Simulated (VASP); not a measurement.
BP:

```xyz
2
Lattice="0.0000 2.2690 2.2690 2.2690 0.0000 2.2690 2.2690 2.2690 0.0000" Properties=species:S:1:pos:R:3 pbc="T T T"
P     3.4035    3.4035    3.4035
B     0.0000    0.0000    0.0000
```

| Item | Value |
| --- | --- |
| Program | VASP 6.6.1 |
| Task | relaxation of cell and atoms |
| Functional | revPBE |
| Dispersion | D4 |
| Potentials or basis | VASP PAW PBE potentials, release 64 (P, B) |
| Cutoff | 600 eV |
| k mesh | 10 × 10 × 10 |
| Occupations | fermi-dirac, width 0.05 eV |
| Spin | no spin polarisation |

At the start: pressure -7.8 GPa; volume 11.68 Å³/atom.

Where does the relaxation end?

Over 3 steps the energy falls by 13.9 meV/atom and the volume is 11.13 Å³/atom (-4.7 %); space group F-43m (No. 216, to 0.05 Å).

Step by step:
| step | energy change (eV) | largest force (eV/Å) | pressure (GPa) | volume (Å³) |
| --- | --- | --- | --- | --- |
| 1 | 0.0000 | 0.0000 | -7.77 | 23.36 |
| 2 | -0.0123 | 0.0000 | 6.68 | 21.50 |
| 3 | -0.0277 | 0.0000 | -0.02 | 22.27 |

Final structure:
```
P B
1.0
     0.00000    2.23300    2.23300
     2.23300    0.00000    2.23300
     2.23300    2.23300    0.00000
P B
1 1
Direct
  0.75000 0.75000 0.75000
  0.00000 0.00000 0.00000
```

Caveat: the PAW data sets were made with another functional, which shifts forces and pressure a little.
